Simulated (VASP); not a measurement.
A run of VASP 6.6.1:

File INCAR:

```
PREC     = Accurate       # precision mode
ENCUT    = 520            # plane-wave cutoff, eV
EDIFF    = 1E-7           # SCF threshold, eV
ISMEAR   = 0              # smearing method
SIGMA    = 0.15           # smearing width, eV
LREAL    = F              # projectors in reciprocal space
LASPH    = T              # aspherical terms in the spheres
NELM     = 80             # most SCF steps
ALGO     = Fast           # electronic algorithm
ISIF     = 2              # what is computed and relaxed
LWAVE    = F              # write WAVECAR
LCHARG   = T              # write CHGCAR
GGA      = PS             # functional
LELF     = T              # ELF
LVHAR    = T            
NBANDS   = 14             # bands
```

The input KPOINTS:

```
Automatic mesh
0
Gamma
  24 24 6
```

POSCAR

```
Al
1.0
    2.9941724851      0.0000000000      0.0000000000
   -1.4970862425      2.5930294354      0.0000000000
    0.0000000000      0.0000000000      8.3649242388
Al
4
Direct
    0.0000000000      0.0000000000      0.0000000000
    0.3333333333      0.6666666667      0.2500000000
    0.0000000000      0.0000000000      0.5000000000
    0.6666666667      0.3333333333      0.7500000000
```

Potentials or basis: VASP PAW PBE potentials, release 64 (Al).

The run is started by

```bash
$ cat potpaw_PBE.64/Al/POTCAR > POTCAR
$ mpirun -np 1 vasp_std > vasp.out
```

Hardware: 1 thread of Intel(R) Xeon(R) 6975P-C (Granite Rapids) (shared host).

How long does it take, and how much memory?

Wall time 120 s on 1 thread of Intel(R) Xeon(R) 6975P-C (Granite Rapids) (shared host), peak memory 0.29 GiB. Counts: scf iterations 16, k points 244.
